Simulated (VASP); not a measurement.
# Fe (Fm-3m) in VASP: single point with PBE

Aim: the single point of Fe with PBE.

Everything below comes from runs of VASP 6.6.1. Logs are shortened: lines on timing, memory, paths and dates and some standing lists are left out, and cuts for length are marked.

### 1 The cell of the first run

The structure is cubic, space group Fm-3m (No. 225). The conventional cell has a = 3.639 Å, b = 3.639 Å, c = 3.639 Å, α = 90.00°, β = 90.00°, γ = 90.00°. Fe (site symmetry m-3m) has 12 Fe at 2.57 Å within 3.4 Å.

This isn't the form of Fe at room conditions, which is bcc.

### 2 Single point, PBE, collinear spin, antiferromagnetic start

File INCAR:

```
PREC = Accurate
ENCUT = 520
EDIFF = 1E-6
ISMEAR = -1
SIGMA = 0.1
LREAL = F
LASPH = T
NELM = 150
ALGO = Normal
ISIF = 2
LWAVE = F
LCHARG = F
ISPIN = 2
MAGMOM = 2.6 -2.6
LORBIT = 11
LMAXMIX = 4
GGA = PE
NBANDS = 19
ISYM = 0
```

File KPOINTS:

```
regular mesh
0
Gamma
  7 11 9
```

File POSCAR:

```
Fe
1.0
   -1.8195000000     -3.6390000000     -1.8195000000
   -1.8195000000      0.0000000000     -1.8195000000
    1.8195000000      0.0000000000     -1.8195000000
Fe
2
Direct
    0.0000000000      0.0000000000      0.0000000000
    0.5000000000      0.0000000000      0.5000000000
```

Potentials or basis: VASP PAW PBE potentials, release 64 (Fe).

Launch:

```
$ cat potpaw_PBE.64/Fe/POTCAR > POTCAR
$ mpirun -np 1 vasp_std > vasp.out
```

OUTCAR:

```text
PREC = Accurate
   ENCUT = 520
   EDIFF = 1E-6
   ISMEAR = -1
   LREAL = F
   LASPH = T
   NELM = 150
   ISIF = 2
   ISPIN = 2
   LORBIT = 11
   GGA = PE
   ISYM = 0

 ion  position               nearest neighbor table
   1  0.000  0.000  0.000-   2 2.57   2 2.57   2 2.57   2 2.57   2 2.57   2 2.57   2 2.57   2 2.57

   2  0.500  0.000  0.500-   1 2.57   1 2.57   1 2.57   1 2.57   1 2.57   1 2.57   1 2.57   1 2.57

IMPORTANT INFORMATION: All symmetrisations will be switched off!
NOSYMM: (Re-)initialisation of all symmetry stuff for point group C_1.

----------------------------------------------------------------------------------------

                                     Primitive cell

  volume of cell :      24.0944

  direct lattice vectors                    reciprocal lattice vectors
    -1.819500000 -3.639000000 -1.819500000     0.000000000 -0.274800769  0.000000000
    -1.819500000  0.000000000 -1.819500000    -0.274800769  0.274800769 -0.274800769
     1.819500000  0.000000000 -1.819500000     0.274800769  0.000000000 -0.274800769

  length of vectors
     4.456846587  2.573161577  2.573161577     0.274800769  0.475968895  0.388626975

  position of ions in fractional coordinates (direct lattice)
     0.000000000  0.000000000  0.000000000
     0.500000000  0.000000000  0.500000000

  ion indices of the primitive-cell ions
   primitive index   ion index
                 1           1
                 2           2

----------------------------------------------------------------------------------------

 KPOINTS: regular mesh

Automatic generation of k-mesh.
 Grid dimensions read from file:
 generate k-points for:    7   11    9

 Generating k-lattice:

  Cartesian coordinates                     Fractional coordinates (reciprocal lattice)
     0.000000000 -0.039257253  0.000000000     0.142857143  0.000000000  0.000000000
    -0.024981888  0.024981888 -0.024981888     0.000000000  0.090909091  0.000000000
     0.030533419  0.000000000 -0.030533419     0.000000000  0.000000000  0.111111111

  Length of vectors
     0.039257253  0.043269900  0.043180775

  Shift w.r.t. Gamma in fractional coordinates (k-lattice)
     0.000000000  0.000000000  0.000000000

 -----------------------------------------------------------------------------
|                                                                             |
|           W    W    AA    RRRRR   N    N  II  N    N   GGGG   !!!           |
|           W    W   A  A   R    R  NN   N  II  NN   N  G    G  !!!           |
|           W    W  A    A  R    R  N N  N  II  N N  N  G       !!!           |
|           W WW W  AAAAAA  RRRRR   N  N N  II  N  N N  G  GGG   !            |
|           WW  WW  A    A  R   R   N   NN  II  N   NN  G    G                |
|           W    W  A    A  R    R  N    N  II  N    N   GGGG   !!!           |
|                                                                             |
|     Your reciprocal lattice and k-lattice belong to different lattice       |
|     classes:                                                                |
|                                                                             |
|        The reciprocal lattice is simple tetragonal,                         |
|        whereas your k-lattice is simple monoclinic.                         |
|                                                                             |
|     Results are often still useful ...                                      |
|                                                                             |
 -----------------------------------------------------------------------------

 WARNING: IBZKPT: internal override: KBLOWUP is changed to .FALSE.
      ... skipping the blow-up phase ...

 Subroutine IBZKPT returns following result:
 ===========================================

 Found    347 irreducible k-points:

 Following reciprocal coordinates:
            Coordinates               Weight
  0.000000  0.000000  0.000000      1.000000
  0.142857  0.000000  0.000000      2.000000
  0.285714  0.000000  0.000000      2.000000
  0.428571  0.000000  0.000000      2.000000
  0.000000  0.090909  0.000000      2.000000
  0.142857  0.090909  0.000000      2.000000
[... 16 lines left out ...]
 -0.428571  0.272727  0.000000      2.000000
 -0.285714  0.272727  0.000000      2.000000
 [... further k-points ...]
   k-points           NKPTS =    347   k-points in BZ     NKDIM =    347   number of bands    NBANDS=     19
   number of dos      NEDOS =    301   number of ions     NIONS =      2
   total plane-waves  NPLWV =  14400
   dimension x,y,z NGX =    36 NGY =   20 NGZ =   20
   dimension x,y,z NGXF=    72 NGYF=   40 NGZF=   40
   ions per type =               2
   NGX,Y,Z   is equivalent  to a cutoff of  13.43, 12.92, 12.92 a.u.
   NGXF,Y,Z  is equivalent  to a cutoff of  26.86, 25.84, 25.84 a.u.
 SYSTEM =  unknown system
   PREC   = accura    normal or accurate (medium, high low for compatibility)
   ISTART =      0    job   : 0-new  1-cont  2-samecut
   ICHARG =      2    charge: 1-file 2-atom 10-const
   ISPIN  =      2    spin polarized calculation?
   LNONCOLLINEAR =      F non collinear calculations
   LSORBIT =      F    spin-orbit coupling
   LASPH  =      T    aspherical Exc in radial PAW
   ENCUT  =  520.0 eV  38.22 Ry    6.18 a.u.   8.29  4.78  4.78*2*pi/ulx,y,z
   NELM   =    150;   NELMIN=  2; NELMDL= -5     # of ELM steps
   EDIFF  = 0.1E-05   stopping-criterion for ELM
   LREAL  =      F    real-space projection
   EDIFFG = 0.1E-04   stopping-criterion for IOM
   NSW    =      0    number of steps for IOM
   IBRION =     -1    ionic relax: 0-MD 1-quasi-New 2-CG
   NFREE  =      0    steps in history (QN), initial steepest desc. (CG)
   ISIF   =      2    stress and relaxation
   ISYM   =      0    0-nonsym 1-usesym 2-fastsym
   POTIM  = 0.5000    time-step for ionic-motion
   TEBEG  =    0.0;   TEEND  =   0.0 temperature during run
   PSTRESS=    0.0 pullay stress
   NELECT =      16.0000    total number of electrons
   NUPDOWN=      -1.0000    fix difference up-down
   EMIN   =  10.00;   EMAX   =-10.00  energy-range for DOS
   EFERMI =   0.00;   METHOD = LEGACY
   ISMEAR =    -1;   SIGMA  =   0.10  broadening in eV -4-tet -1-fermi 0-gaus
   EFERMI_NEDOS =   21; number of points for ismear=-14 and -15
   IALGO  =     38    algorithm
   IMIX   =      4    mixing-type and parameters
     AMIX     =   0.40;   BMIX     =  1.00
     AMIX_MAG =   1.60;   BMIX_MAG =  1.00
  volume/ion in A,a.u.               =      12.05        81.30
  Fermi-wavevector in a.u.,A,eV,Ry     =   1.428267  2.699033 27.755163  2.039947
  Thomas-Fermi vector in A             =   2.548347
   LORBIT       =     11    0 simple, 1 ext, 2 COOP (PROOUT), +10 PAW based schemes
   GGA     = PE    functional components
   LHFCALC =     F    Hartree Fock is set to
   AEXX    =    0.0000 exact exchange contribution
   IVDW    =     0    specifies the selected vdW correction
   LEPSILON=     F    determine dielectric tensor
   LRPA    =     F    only Hartree local field effects (RPA)
 spin polarized calculation
  energy-cutoff  :      520.00
  volume of cell :       24.09
 maximum number of plane-waves:       666
 NGX is ok and might be reduce to    36
   NGX = 17   NGY =  9   NGZ =  9

 number of electron      15.9999996 magnetization      -0.0000160

 number of electron      15.9999996 magnetization       0.0001068

 Free energy of the ion-electron system (eV)
  ---------------------------------------------------
  ext. energy  EPLUGINS =         0.00000000
  ---------------------------------------------------
  free energy    TOTEN  =       -16.13217626 eV

  energy without entropy =      -16.01494841  energy(sigma->0) =      -16.07356233

 E-fermi :   5.5670     XC(G=0): -12.8074

 val. band max:        5.5641514919   @ k =   0.1429  -0.2727   0.4444
 cond. band min:       5.5701432274   @ k =   0.1429   0.1818   0.2222
 fundamental gap:      0.0059917356
 Fermi energy:         5.5669914946

 spin component 1

 k-point     1 :       0.0000    0.0000    0.0000
  band No.  band energies     occupation
      1      -2.7865      1.00000
      2       1.0964      1.00000
      3       1.7606      1.00000
      4       3.6014      1.00000
      5       3.6020      1.00000
      6       4.1544      1.00000
[... 11 lines left out ...]
     18      28.2479      0.00000
     19      31.4291      0.00000

 k-point     2 :       0.1429    0.0000    0.0000
  band No.  band energies     occupation
      1      -2.5326      1.00000
      2       1.1223      1.00000
      3       1.8365      1.00000
      4       3.6574      1.00000
      5       3.6580      1.00000
      6       4.0557      1.00000
[... 476 lines left out ...]
 k-point    24 :      -0.2857    0.2727    0.0000
  band No.  band energies     occupation
      1       0.5544      1.00000
      2       1.1724      1.00000
      3       2.9485      1.00000
      4       3.2099      1.00000
      5       3.6578      1.00000
      6       3.6749      1.00000
[... 11 lines left out ...]
     18      26.9753      0.00000
     19      27.5120      0.00000

 [... further k-points ...]

 spin component 2

 k-point     1 :       0.0000    0.0000    0.0000
  band No.  band energies     occupation
      1      -2.7865      1.00000
      2       1.0965      1.00000
      3       1.7606      1.00000
      4       3.6014      1.00000
      5       3.6020      1.00000
      6       4.1544      1.00000
[... 11 lines left out ...]
     18      28.2480      0.00000
     19      31.4210      0.00000

 k-point     2 :       0.1429    0.0000    0.0000
  band No.  band energies     occupation
      1      -2.5326      1.00000
      2       1.1224      1.00000
      3       1.8366      1.00000
      4       3.6575      1.00000
      5       3.6581      1.00000
      6       4.0557      1.00000
[... 476 lines left out ...]
 k-point    24 :      -0.2857    0.2727    0.0000
  band No.  band energies     occupation
      1       0.5544      1.00000
      2       1.1725      1.00000
      3       2.9486      1.00000
      4       3.2100      1.00000
      5       3.6579      1.00000
      6       3.6750      1.00000
[... 11 lines left out ...]
     18      26.9753      0.00000
     19      27.5120      0.00000

 [... further k-points ...]

------------------------ aborting loop because EDIFF is reached ----------------------------------------

  FORCE on cell =-STRESS in cart. coord.  units (eV):
  Direction    XX          YY          ZZ          XY          YZ          ZX
  --------------------------------------------------------------------------------------
  -------------------------------------------------------------------------------------
  Total       -2.9985737     -1.0357166     -2.9983857     -0.0032185     -0.0032186      0.0127605
  in kB     -199.3926440    -68.8708318   -199.3801458     -0.2140188     -0.2140212      0.8485199
  external PRESSURE =    -155.8812072 kB  Pullay stress =       0.0000000 kB

 VOLUME and BASIS-vectors are now :
 -----------------------------------------------------------------------------
  energy-cutoff  :      520.00
  volume of cell :       24.09
      direct lattice vectors                 reciprocal lattice vectors
    -1.819500000 -3.639000000 -1.819500000     0.000000000 -0.274800769  0.000000000
    -1.819500000  0.000000000 -1.819500000    -0.274800769  0.274800769 -0.274800769
     1.819500000  0.000000000 -1.819500000     0.274800769  0.000000000 -0.274800769

 POSITION                                       TOTAL-FORCE (eV/Angst)
 -----------------------------------------------------------------------------------
      0.00000      0.00000      0.00000         0.000000      0.000000     -0.000000
      0.00000     -1.81950     -1.81950        -0.000000     -0.000000      0.000000
 -----------------------------------------------------------------------------------
    total drift:                                0.000000      0.000001     -0.000001

  FREE ENERGIE OF THE ION-ELECTRON SYSTEM (eV)
  ---------------------------------------------------
  free  energy   TOTEN  =       -16.1321762563 eV

  energy  without entropy=      -16.0149484098  energy(sigma->0) =      -16.07356233

 total charge

# of ion       s       p       d       tot
------------------------------------------
    1        0.470   0.504   6.171   7.144
    2        0.470   0.504   6.171   7.144
--------------------------------------------------
tot          0.940   1.007  12.342  14.288

 magnetization (x)

# of ion       s       p       d       tot
------------------------------------------
    1        0.024   0.037   1.892   1.954
    2       -0.024  -0.037  -1.892  -1.953
--------------------------------------------------
tot         -0.000  -0.000   0.000   0.000
```

Wall time 7.4 min (1 thread of AMD EPYC 7R43 (Zen 3), shared host); peak memory 0.28 GiB.

What came out:

```
Free energy                                           : -16.1322 eV
Pressure                                              : -15.6 GPa
Band gap on the k mesh                                : zero (filled and empty bands overlap)
Net moment                                            : 0.00 μB per cell
Site moments                                          : Fe +1.95, -1.95 μB
Valence electrons inside the program's atomic spheres : Fe 7.14
```

Stress tensor (GPa, compression positive):
```
-19.94  -0.02   0.08
 -0.02  -6.89  -0.02
  0.08  -0.02 -19.94
```

Caveat: the cell stands under tension.
